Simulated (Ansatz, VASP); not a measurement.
## Two plane-wave programs on AlCo

```
Al Co
1.0
     2.85792    0.34362    0.34362
     0.34362    2.85792    0.34362
     0.34362    0.34362    2.85792
Al Co
1 1
Direct
  0.00000 0.00000 0.00000
  0.50000 0.50000 0.50000
```

Alike in both runs: task single point; functional PBEsol; k mesh 18 × 18 × 18; occupations gaussian, width 0.15 eV; no spin polarisation.

|  | VASP | Ansatz |
| --- | --- | --- |
| version | VASP 6.6.1 | Ansatz 0.2.0 |
| potentials or method | VASP PAW PBE potentials, release 64 (Al, Co), cutoff 520 eV | scalar-relativistic, plane waves, PAW |
| valence electrons in the cell | 12 | 20 |

VASP gave:

```
gap on the k mesh at the Fermi level (eV)                     : none
pressure (GPa)                                                : 17.0
traceless stress, the component that is largest in VASP (GPa) : -16.07
```

Which values does Ansatz return?

gap on the k mesh at the Fermi level (eV): none; pressure (GPa): 16.9; traceless stress, the component that is largest in VASP (GPa): -16.15.

VASP's potentials were made for PBE, not for PBEsol. A gap of «none» marks a metal or a gap that the smearing closes. The functional is the same, so the differences come from potentials, cutoffs and numerics. VASP's potentials hold 12 valence electrons a cell and Ansatz's 20, so a difference there can come from the potentials and not from the codes.
